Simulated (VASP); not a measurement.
# HC32 (a cell with a defect) (H_i (bond centre)) in VASP: notebook, part 2 of 2

VASP 6.6.1.

**4. Single point, r2SCAN**

File POSCAR:

```
HC32
1.0
   -3.5716218665      3.5716218665      3.5716218665
    3.5716218665     -3.5716218665      3.5716218665
    3.5716218665      3.5716218665     -3.5716218665
C H
32 1
Direct
   -0.0032822957     -0.0102299523     -0.0034708994
   -0.0032325350      0.2461431644      0.7400565806
   -0.0018046039      0.4968357826      0.4952624354
   -0.0019030278      0.7449016464      0.2472202760
    0.2515975728     -0.0007117537      0.7497038843
    0.2474303007      0.2475013494      0.4952727413
    0.1846458408      0.4340538290      0.1844465796
    0.2473881382      0.7448636564     -0.0022167157
    0.5090434220      0.0095490634      0.5088348967
    0.4955683597      0.2475005770      0.2473018504
    0.4954919306      0.4968101293     -0.0021270679
    0.5090358060      0.7583938385      0.7600198310
    0.7499127434     -0.0007296138      0.2513366776
    0.7401530852      0.2460444765     -0.0035157486
    0.7499409413      0.5009717522      0.7496885169
    0.7602539270      0.7584495958      0.5088590513
    0.0059127582     -0.0010944934      0.7492712574
   -0.0038569240      0.2454963324      0.4941400007
   -0.0141315726      0.4864779014      0.2368211806
   -0.0037776993      0.7438235453     -0.0040222093
    0.2506967568     -0.0024936475      0.4985950025
    0.2372407954      0.2354581526      0.2370205214
    0.2371530577      0.4865327202     -0.0142949334
    0.2506664185      0.7481577112      0.7478862942
    0.4987834510     -0.0025318703      0.2504796943
    0.4943828231      0.2455027966     -0.0040345107
    0.4987849180      0.5000847206      0.7478737297
    0.5613797244      0.8106905037      0.5612546095
    0.7494922236     -0.0011013686      0.0056654934
    0.7494714651      0.2551956778      0.7492182981
    0.7481967856      0.5001273233      0.4985993520
    0.7481126792      0.7481537017      0.2504568228
    0.3729005749      0.6226519788      0.3728497174
```

File INCAR.step1:

```
SYSTEM = HC32
ALGO = Normal ; EDIFF = 1E-5
ENCUT = 580 ; GGA = PE
GGA_COMPAT = .False. ; ISMEAR = -1
LASPH = .True. ; LCHARG = .False.
LREAL = Auto ; LWAVE = .True.
NBANDS = 86 ; NELECT = 130.0
NELM = 120 ; PREC = Accurate
SIGMA = 0.01
```

File INCAR.step2:

```
SYSTEM = HC32
ALGO = Normal ; EDIFF = 1E-6
ENCUT = 580 ; GGA_COMPAT = .False.
ISIF = 2 ; ISMEAR = -1
ISTART = 1 ; LASPH = .True.
LCHARG = .False. ; LMIXTAU = .True.
LREAL = Auto ; LWAVE = .False.
METAGGA = R2SCAN ; NBANDS = 86
NELECT = 130.0 ; NELM = 120
PREC = Accurate ; SIGMA = 0.01
```

File KPOINTS:

```
Automatic mesh
0
Gamma
  1 1 1
  0.25 0.25 0.25
```

Potentials or basis: VASP PAW PBE potentials, release 64 (C, H).

Started as:

```console
$ cat potpaw_PBE.64/C/POTCAR potpaw_PBE.64/H/POTCAR > POTCAR
$ cp INCAR.step1 INCAR
$ mpirun -np 1 vasp_std > vasp.out
$ cp INCAR.step2 INCAR
$ mpirun -np 1 vasp_std > vasp.out
```

OUTCAR:

```text
SYSTEM = HC32
   EDIFF = 1E-6
   ENCUT = 580
   ISIF = 2
   ISMEAR = -1
   ISTART = 1
   LASPH = .True.
   LREAL = Auto
   METAGGA = R2SCAN
   NELECT = 130.0
   NELM = 120
   PREC = Accurate

 ion  position               nearest neighbor table
   1  0.997  0.990  0.997-  22 1.50  20 1.52  29 1.57  17 1.57
   2  0.997  0.246  0.740-  23 1.50  18 1.52  17 1.57  30 1.57
   3  0.998  0.497  0.495-  18 1.55  19 1.55  24 1.56  31 1.56
   4  0.998  0.745  0.247-  20 1.55  19 1.55  32 1.56  21 1.56
   5  0.252  0.999  0.750-  26 1.52  17 1.52  24 1.55  21 1.55
   6  0.247  0.248  0.495-  18 1.55  22 1.55  27 1.56  21 1.56
[... 24 lines left out ...]
  31  0.748  0.500  0.499-  15 1.55  16 1.55  10 1.56   3 1.56
  32  0.748  0.748  0.250-  13 1.55  16 1.55   4 1.56  11 1.56
  33  0.373  0.623  0.373-  28 1.16   7 1.17

  LATTYP: Found a body centered cubic cell.
 ALAT       =     7.1432437330

  Lattice vectors:

 A1 = (  -3.5716218665,   3.5716218665,   3.5716218665)
 A2 = (   3.5716218665,  -3.5716218665,   3.5716218665)
 A3 = (   3.5716218665,   3.5716218665,  -3.5716218665)

Analysis of symmetry for initial positions (statically):
=====================================================================
 Subroutine PRICEL returns:
 Original cell was already a primitive cell.

 Routine SETGRP: Setting up the symmetry group for a
 body centered cubic supercell.

 Subroutine GETGRP returns: Found  1 space group operations
 (whereof  1 operations were pure point group operations)
 out of a pool of 48 trial point group operations.

The static configuration has the point symmetry C_1 .

Analysis of symmetry for dynamics (positions and initial velocities):
=====================================================================
 Subroutine PRICEL returns:
 Original cell was already a primitive cell.

 Routine SETGRP: Setting up the symmetry group for a
 body centered cubic supercell.

 Subroutine GETGRP returns: Found  1 space group operations
 (whereof  1 operations were pure point group operations)
[... 164 lines left out ...]
   LORBIT       =      0    0 simple, 1 ext, 2 COOP (PROOUT), +10 PAW based schemes
   METAGGA = R2SCAN    functional components
   LHFCALC =     F    Hartree Fock is set to
   AEXX    =    0.0000 exact exchange contribution
   IVDW    =     0    specifies the selected vdW correction
   LEPSILON=     F    determine dielectric tensor
   LRPA    =     F    only Hartree local field effects (RPA)
 non-spin polarized calculation
  energy-cutoff  :      580.00
  volume of cell :      182.25
 maximum number of plane-waves:      5828
 NGX is ok and might be reduce to    48
   NGX = 25   NGY = 25   NGZ = 25

 number of electron     129.9999994 magnetization

 Free energy of the ion-electron system (eV)
  ---------------------------------------------------
  ext. energy  EPLUGINS =         0.00000000
  ---------------------------------------------------
  free energy    TOTEN  =      -299.17003790 eV

  energy without entropy =     -299.17003790  energy(sigma->0) =     -299.17003790

 E-fermi :  12.6506     XC(G=0): -14.3007

 val. band max:       12.3514970062   @ k =   0.2500   0.2500   0.2500
 cond. band min:      15.6624959493   @ k =   0.2500   0.2500   0.2500
 fundamental gap:      3.3109989431
 Fermi energy:        12.6505966334

 k-point     1 :       0.2500    0.2500    0.2500
  band No.  band energies     occupation
      1     -11.5279      2.00000
      2     -11.3643      2.00000
      3     -11.3627      2.00000
      4     -11.0560      2.00000
      5      -7.1521      2.00000
      6      -7.0553      2.00000
[... 69 lines left out ...]
     76      16.2683      0.00000
     77      17.3093      0.00000
 [bands above 77 left out]

------------------------ aborting loop because EDIFF is reached ----------------------------------------

  FORCE on cell =-STRESS in cart. coord.  units (eV):
  Direction    XX          YY          ZZ          XY          YZ          ZX
  --------------------------------------------------------------------------------------
  -------------------------------------------------------------------------------------
  Total       24.7668310     24.8000773     24.7577621     12.8388920     12.8271724     12.8110347
  in kB      217.7331787    218.0254576    217.6534511    112.8708293    112.7677992    112.6259270
  external PRESSURE =     217.8040291 kB  Pullay stress =       0.0000000 kB

 VOLUME and BASIS-vectors are now :
 -----------------------------------------------------------------------------
  energy-cutoff  :      580.00
  volume of cell :      182.25
      direct lattice vectors                 reciprocal lattice vectors
    -3.571621867  3.571621867  3.571621867     0.000000000  0.139992423  0.139992423
     3.571621867 -3.571621867  3.571621867     0.139992423  0.000000000  0.139992423
     3.571621867  3.571621867 -3.571621867     0.139992423  0.139992423  0.000000000

 POSITION                                       TOTAL-FORCE (eV/Angst)
 -----------------------------------------------------------------------------------
      3.53441      3.58404      3.53576        -0.017790      0.087847     -0.002905
     -0.03774      5.32415      1.79600        -0.010588     -0.006869      0.057604
     -0.02178      3.55956      3.57080        -0.025877     -0.007488     -0.029336
     -0.02134      1.78730      5.34235        -0.038871     -0.011096      0.004111
      5.34813      0.00719      1.79003         0.048192     -0.006391     -0.005781
      1.76918      1.76867     -0.00122         0.002582     -0.025616     -0.012864
[... 25 lines left out ...]
      0.89468      0.89439      4.44956         0.028677     -0.006119      0.000107
      2.22370      0.43966      2.22406        -0.008336      0.009315     -0.001835
 -----------------------------------------------------------------------------------
    total drift:                               -0.003334      0.001611     -0.002845

  FREE ENERGIE OF THE ION-ELECTRON SYSTEM (eV)
  ---------------------------------------------------
  free  energy   TOTEN  =      -299.1700379041 eV

  energy  without entropy=     -299.1700379041  energy(sigma->0) =     -299.17003790
```

It took 2.3 min on 1 thread of AMD EPYC 9R45 (Zen 5), shared host; peak memory 0.34 GiB.

What came out:

* Free energy: -299.1700 eV
* Largest force: 0.286 eV/Å

Forces on the atoms (eV/Å):
```
C   -0.018  0.088 -0.003
C   -0.011 -0.007  0.058
C   -0.026 -0.007 -0.029
C   -0.039 -0.011  0.004
C    0.048 -0.006 -0.006
C    0.003 -0.026 -0.013
C    0.167  0.149  0.178
C    0.015  0.005 -0.035
C   -0.004  0.102 -0.004
C   -0.012 -0.045  0.007
C   -0.015  0.008 -0.033
C    0.002 -0.001  0.104
C    0.004 -0.001  0.041
C    0.060  0.001  0.015
C    0.000  0.046 -0.002
C    0.100 -0.008 -0.012
C   -0.073 -0.002 -0.005
C    0.033  0.028 -0.028
C   -0.094  0.019  0.005
C    0.030 -0.055  0.021
C   -0.005  0.026  0.000
C   -0.008 -0.104 -0.010
C    0.008  0.006 -0.101
C   -0.009 -0.002  0.033
C   -0.006  0.025  0.002
C   -0.033  0.020  0.030
C   -0.004  0.009  0.018
C   -0.166 -0.183 -0.138
C   -0.001  0.000 -0.087
C    0.012 -0.079  0.002
C    0.021  0.003 -0.009
C    0.029 -0.006  0.000
H   -0.008  0.009 -0.002
```

Levels at points of the mesh, in eV from the Fermi level:
```
           k point  band 63  band 64  band 65  band 66  band 67  band 68
(0.25, 0.25, 0.25)    -4.80    -4.43    -0.30     3.01     3.01     3.03
```

Caveat: the k points lie up to 1.24 Å⁻¹ apart; the cell carries a net charge on a neutralising background, which shifts energy and pressure; the cell is charged against a uniform background, so pressure and absolute levels hang on convention; the PAW data sets were made with another functional, which shifts forces and pressure a little.

**5. Single point, PBE, collinear spin**

File INCAR:

```
SYSTEM = HC32
PREC = Accurate
ENCUT = 520
EDIFF = 1E-6
ISMEAR = 0
SIGMA = 0.01
LREAL = Auto
LASPH = .True.
NELM = 200
ALGO = Normal
ISIF = 2
LWAVE = .False.
LCHARG = .False.
ISPIN = 2
MAGMOM = 0.01 0.01 0 0 0.01 0 0.13 0 -0.01 0 0 -0.01 0.01 0.01 0.01 -0.01 0.01 0.01 -0.01 0.01 0 -0.01 -0.01 0 0 0.01 0 0.13 0.01 0.01 0 0 0.02
LORBIT = 11
NUPDOWN = 1.0
GGA = PE
NBANDS = 90
GGA_COMPAT = .False.
```

KPOINTS is that of step 4.

File POSCAR:

```
HC32
1.0
   -3.5716218700      3.5716218700      3.5716218700
    3.5716218700     -3.5716218700      3.5716218700
    3.5716218700      3.5716218700     -3.5716218700
C H
32 1
Direct
   -0.0018121667     -0.0080261991      0.0001116375
   -0.0018136065      0.2474975123      0.7445842027
   -0.0000144130      0.4984216505      0.5001769959
   -0.0000154250      0.7475638783      0.2510349549
    0.2526004800      0.0006545210      0.7532664821
    0.2491102251      0.2493028107      0.5001732954
    0.1924099588      0.4417292581      0.1943365788
    0.2491114081      0.7475633644      0.0019114726
    0.5089990593      0.0112459958      0.5109234992
    0.4982496433      0.2493024754      0.2510319876
    0.4982515893      0.4984205779      0.0019098404
    0.5089992915      0.7583083536      0.7638521235
    0.7513392760      0.0006519147      0.2545218304
    0.7426642779      0.2474999481      0.0001116781
    0.7513402844      0.5019095781      0.7532643707
    0.7619311394      0.7583116963      0.5109253702
    0.0074082822      0.0011981236      0.7538093139
   -0.0012743522      0.2480382269      0.4993901474
   -0.0118703907      0.4903800513      0.2429921753
   -0.0012731652      0.7467787947      0.0006508934
    0.2518137897     -0.0006018573      0.5028779793
    0.2410673351      0.2374506577      0.2429918270
    0.2410619642      0.4903761596     -0.0099488079
    0.2518135880      0.7502619830      0.7520055256
    0.5009533539     -0.0006026022      0.2537380124
    0.4974682878      0.2480392585      0.0006491317
    0.5009559777      0.5011250938      0.7520054833
    0.5576518352      0.8069596869      0.5595730330
    0.7518832342      0.0011938505      0.0093275248
    0.7518821871      0.2567124448      0.7538053498
    0.7500808378      0.5011262582      0.5028789618
    0.7500780975      0.7502627987      0.2537372710
    0.3750067196      0.6243491430      0.3769052979
```

Potentials or basis: VASP PAW PBE potentials, release 64 (C, H).

Started as:

```console
$ cat potpaw_PBE.64/C/POTCAR potpaw_PBE.64/H/POTCAR > POTCAR
$ mpirun -np 1 vasp_std > vasp.out
```

OUTCAR:

```text
SYSTEM = HC32
   PREC = Accurate
   ENCUT = 520
   EDIFF = 1E-6
   ISMEAR = 0
   LREAL = Auto
   LASPH = .True.
   NELM = 200
   ISIF = 2
   ISPIN = 2
   LORBIT = 11
   NUPDOWN = 1.0
   GGA = PE

 ion  position               nearest neighbor table
   1  0.998  0.992  0.000-  22 1.51  20 1.52  29 1.56  17 1.56
   2  0.998  0.247  0.745-  23 1.51  18 1.52  17 1.56  30 1.56
   3  1.000  0.498  0.500-  18 1.54  19 1.55  31 1.56  24 1.56
   4  1.000  0.748  0.251-  20 1.54  19 1.55  32 1.56  21 1.56
   5  0.253  0.001  0.753-  17 1.52  26 1.53  21 1.54  24 1.54
   6  0.249  0.249  0.500-  18 1.54  22 1.55  21 1.56  27 1.56
[... 24 lines left out ...]
  31  0.750  0.501  0.503-  15 1.54  16 1.55   3 1.56  10 1.56
  32  0.750  0.750  0.254-  13 1.54  16 1.55   4 1.56  11 1.56
  33  0.375  0.624  0.377-   7 1.13  28 1.13

  LATTYP: Found a body centered cubic cell.
 ALAT       =     7.1432437400

  Lattice vectors:

 A1 = (  -3.5716218700,   3.5716218700,   3.5716218700)
 A2 = (   3.5716218700,  -3.5716218700,   3.5716218700)
[... 407 lines left out ...]
  in kB      124.7374252    124.8784718    124.8666819     90.2246006     89.8752623     90.0436186
  external PRESSURE =     124.8275263 kB  Pullay stress =       0.0000000 kB

 VOLUME and BASIS-vectors are now :
 -----------------------------------------------------------------------------
  energy-cutoff  :      520.00
  volume of cell :      182.25
      direct lattice vectors                 reciprocal lattice vectors
    -3.571621870  3.571621870  3.571621870     0.000000000  0.139992423  0.139992423
     3.571621870 -3.571621870  3.571621870     0.139992423  0.000000000  0.139992423
     3.571621870  3.571621870 -3.571621870     0.139992423  0.139992423  0.000000000

 POSITION                                       TOTAL-FORCE (eV/Angst)
 -----------------------------------------------------------------------------------
     -0.02180      0.02259      7.10771        -0.003497     -0.014603     -0.004918
     -0.02180      5.34055      1.78974        -0.004985     -0.008168     -0.010629
     -0.00495      3.57784      3.56530        -0.000925     -0.003074      0.004429
     -0.00495      1.79815      5.34498        -0.001500      0.008166     -0.004923
      1.79053      3.59024     -1.78585        -0.004431      0.004888      0.001287
      1.78712      1.78574     -0.00629        -0.002243     -0.000982      0.000237
[... 25 lines left out ...]
      0.90691      0.90559      4.45240         0.003320      0.000578     -0.001392
      2.23672      0.45561      2.22316         0.000836      0.000477      0.003863
 -----------------------------------------------------------------------------------
    total drift:                                0.046410      0.080771     -0.076208

  FREE ENERGIE OF THE ION-ELECTRON SYSTEM (eV)
  ---------------------------------------------------
  free  energy   TOTEN  =      -288.0589729331 eV

  energy  without entropy=     -288.0589729331  energy(sigma->0) =     -288.05897293

 total charge

# of ion       s       p       d       tot
------------------------------------------
    1        0.828   1.769   0.000   2.598
    2        0.828   1.769   0.000   2.598
    3        0.820   1.741   0.000   2.561
    4        0.820   1.741   0.000   2.561
    5        0.827   1.777   0.000   2.604
    6        0.820   1.741   0.000   2.561
[... 25 lines left out ...]
   32        0.820   1.741   0.000   2.561
   33        0.733   0.117   0.000   0.850
--------------------------------------------------
tot         27.175  56.724   0.000  83.899

 magnetization (x)

# of ion       s       p       d       tot
------------------------------------------
    1        0.004   0.007   0.000   0.010
    2        0.004   0.007   0.000   0.010
    3        0.001   0.002   0.000   0.003
    4        0.001   0.002   0.000   0.003
    5        0.003   0.003   0.000   0.006
    6        0.001   0.002   0.000   0.003
[... 25 lines left out ...]
   32        0.001   0.002   0.000   0.003
   33       -0.014   0.063   0.000   0.049
--------------------------------------------------
tot          0.069   0.625   0.000   0.694
```

stdout:

```text
POSCAR found type information on POSCAR C H
 POSCAR found :  2 types and      33 ions
 scaLAPACK will be used
 LDA part: xc-table for (Slater+PW92), standard interpolation
 POSCAR, INCAR and KPOINTS ok, starting setup
 FFT: planning ... GRIDC
 FFT: planning ... GRID_SOFT
 FFT: planning ... GRID
 WAVECAR not read
 entering main loop
```

Wall time 61 s (1 thread of AMD EPYC 9R45 (Zen 5), shared host); peak memory 0.35 GiB.

Results:

- Free energy: -288.0590 eV
- Pressure: 12.5 GPa
- Largest force: 0.028 eV/Å
- Net moment: 1.00 μB per cell
- Site moments: C +0.01, +0.00, +0.29, -0.01; H +0.05 μB
- Valence electrons inside the program's atomic spheres: C 2.60, 2.56, 2.71, 2.61; H 0.85

Forces in eV/Å, atoms in the order of the input:
```
C   -0.003 -0.015 -0.005
C   -0.005 -0.008 -0.011
C   -0.001 -0.003  0.004
C   -0.002  0.008 -0.005
C   -0.004  0.005  0.001
C   -0.002 -0.001  0.000
C   -0.009 -0.010 -0.009
C   -0.001  0.008 -0.002
C   -0.002 -0.028 -0.002
C    0.005  0.001 -0.003
C    0.005  0.001 -0.003
C   -0.002 -0.005 -0.022
C    0.005  0.006 -0.007
C   -0.011 -0.006 -0.004
C    0.005 -0.001  0.001
C   -0.027 -0.002 -0.002
C    0.009  0.005  0.007
C   -0.002 -0.001  0.005
C    0.022 -0.001  0.002
C   -0.004  0.006 -0.005
C   -0.005  0.006  0.000
C   -0.002  0.024  0.004
C    0.003  0.001  0.024
C   -0.004  0.001  0.004
C    0.001  0.002 -0.005
C    0.004 -0.003 -0.007
C    0.000 -0.006  0.004
C    0.010  0.007  0.010
C    0.000  0.001  0.013
C    0.008  0.008  0.009
C    0.005 -0.001  0.000
C    0.003  0.001 -0.001
H    0.001  0.000  0.004
```

Caveat: the k points lie up to 1.24 Å⁻¹ apart; the total moment is fixed, so each spin has its own Fermi level.
